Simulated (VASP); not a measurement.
Set up this calculation in VASP 6.6.1, as the native input.

| Item | Value |
| --- | --- |
| Task | relaxation of cell and atoms |
| Functional | PBE |
| Potentials or basis | VASP PAW PBE potentials, release 64 (Ge_d) |
| Cutoff | 600 eV |
| k mesh | 26 × 26 × 26 |
| Occupations | gaussian, width 0.1 eV |
| Spin | no spin polarisation |
| Dipole correction | no |
| Further INCAR settings | ALGO = Normal; EDIFF = 1e-06; IBRION = 2; EDIFFG = -0.01; NSW = 100; ISIF = 3 |

The structure of Ge lies in POSCAR:

```
Ge
1.0
   -1.4733396233      1.4733396233      2.2373020318
    1.4733396233     -1.4733396233      2.2373020318
    1.4733396233      1.4733396233     -2.2373020318
Ge
1
Direct
    0.0000000000      0.0000000000      0.0000000000
```

One way to write it, as run:

INCAR

```
SYSTEM = Ge
PREC = Accurate ; ENCUT = 600
EDIFF = 1E-6 ; ISMEAR = 0
SIGMA = 0.1 ; LREAL = .False.
LASPH = .True. ; NELM = 100
ALGO = Normal ; ISIF = 3
LWAVE = .False. ; LCHARG = .False.
GGA = PE ; IBRION = 2
NSW = 100 ; EDIFFG = -0.01
```

KPOINTS

```
regular mesh
0
Gamma
  26 26 26
  0 0 0
```

Potentials or basis: VASP PAW PBE potentials, release 64 (Ge_d).

The run is started by

```bash
$ cat potpaw_PBE.64/Ge_d/POTCAR > POTCAR
$ mpirun -np 1 vasp_std > vasp.out
```

It gave:

```
Relaxed volume                         : 19.53 Å³/atom
Relaxed cell                           : a = 3.063 Å, b = 3.063 Å, c = 3.063 Å, α = 122.39°, β = 122.39°, γ = 85.91°
Space group after relaxing (to 0.05 Å) : I4/mmm (No. 139)
Energy gained by relaxing              : 0.1 meV/atom
Ionic steps                            : 3
Pressure after relaxing                : 0.0 GPa
Band gap on the k mesh                 : zero (band 7 reaches 15.06 eV, above the bottom of band 8 at 3.77 eV)
```

Wall time 2.3 min on 1 thread of Intel(R) Xeon(R) Platinum 8559C (Emerald Rapids), with other jobs on the host, peak memory 0.42 GiB.
